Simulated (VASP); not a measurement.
Wanted: the native input for a VASP 6.6.1 run.

```yaml
Task: single point
Functional: LDA
Potentials_or_basis: VASP PAW LDA potentials, release 64 (H)
Cutoff: 520 eV
k_mesh: 1 × 1 × 1
Occupations: fermi-dirac, width 0.01 eV
Spin: collinear spin, ferromagnetic start
Starting_moments: "[1.0] μB"
Dipole_correction: no
Further_INCAR_settings: ALGO = Normal; EDIFF = 1e-06; NBANDS = 10; ISYM = 0
```

The structure of H lies in POSCAR:

```
H
1.0
   14.0000000000      0.0000000000      0.0000000000
    0.0000000000     14.4000000000      0.0000000000
    0.0000000000      0.0000000000     14.8000000000
H
1
Direct
    0.5000000000      0.5000000000      0.5000000000
```

One way to write it, as run:

INCAR

```
PREC     = Accurate       # precision mode
ENCUT    = 520            # plane-wave cutoff, eV
EDIFF    = 1E-6           # SCF threshold, eV
ISMEAR   = -1             # smearing method
SIGMA    = 0.01           # smearing width, eV
LREAL    = False          # projectors in reciprocal space
LASPH    = True           # aspherical terms in the spheres
NELM     = 150            # most SCF steps
ALGO     = Normal         # electronic algorithm
ISIF     = 2              # what is computed and relaxed
LWAVE    = False          # write WAVECAR
LCHARG   = False          # write CHGCAR
ISPIN    = 2              # spin polarisation
MAGMOM   = 1              # initial moments
LORBIT   = 11             # projections on sites
NBANDS   = 10             # bands
ISYM     = 0
```

KPOINTS

```
regular mesh
0
Gamma
  1 1 1
```

Potentials or basis: VASP PAW LDA potentials, release 64 (H).

Run with:

```sh
$ cat potpaw_LDA.64/H/POTCAR > POTCAR
$ mpirun -np 1 vasp_gam > vasp.out
```

Results of the run:

The pressure is 0.0 GPa and the band gap on the k mesh is 4.93 eV. The net moment is 1.00 μB per cell. The site moments are H +0.36 μB. The valence electrons inside the program's atomic spheres are H 0.36.

Wall time 2.5 min on 1 thread of Intel(R) Xeon(R) Platinum 8375C CPU @ 2.90GHz (Ice Lake) (shared host), peak memory 1.5 GiB.
